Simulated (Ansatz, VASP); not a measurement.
## Two plane-wave programs on MgF2

```
Mg F
1.0
     4.62188    0.00000    0.00000
     0.00000    4.62188    0.00000
     0.00000    0.00000    3.04611
Mg F
2 4
Direct
  0.00000 0.00000 0.00000
  0.50000 0.50000 0.50000
  0.30294 0.30294 0.00000
  0.19706 0.80294 0.50000
  0.69706 0.69706 0.00000
  0.80294 0.19706 0.50000
```

Alike in both runs: functional r2SCAN; k mesh 6 × 6 × 8; occupations gaussian, width 0.02 eV; no spin polarisation.

Ansatz relaxed the structure, and its values are those at the end. VASP's run is a single point on that final structure, the one shown.

|  | VASP | Ansatz |
| --- | --- | --- |
| version | VASP 6.6.1 | Ansatz 0.2.0 |
| potentials or method | VASP PAW PBE potentials, release 64 (Mg, F), cutoff 660 eV | scalar-relativistic, plane waves, PAW |
| valence electrons in the cell | 32 | 48 |

Ansatz gave:

| Quantity | Value |
| --- | --- |
| gap on the k mesh at the Fermi level (eV) | 8.07 |
| least direct gap on the mesh (eV) | 8.07 |
| pressure (GPa) | 0.0 |
| rms of the force components (eV/Å) | 0.000 |

**Question.** What did VASP give for the same quantities?

**Answer.** gap on the k mesh at the Fermi level (eV): 8.03; least direct gap on the mesh (eV): 8.03; pressure (GPa): -1.5; rms of the force components (eV/Å): 0.003.

VASP's potentials were made for PBE, not for r2SCAN. The functional is the same, so the differences come from potentials, cutoffs and numerics. VASP's potentials hold 32 valence electrons a cell and Ansatz's 48, so a difference there can come from the potentials and not from the codes.
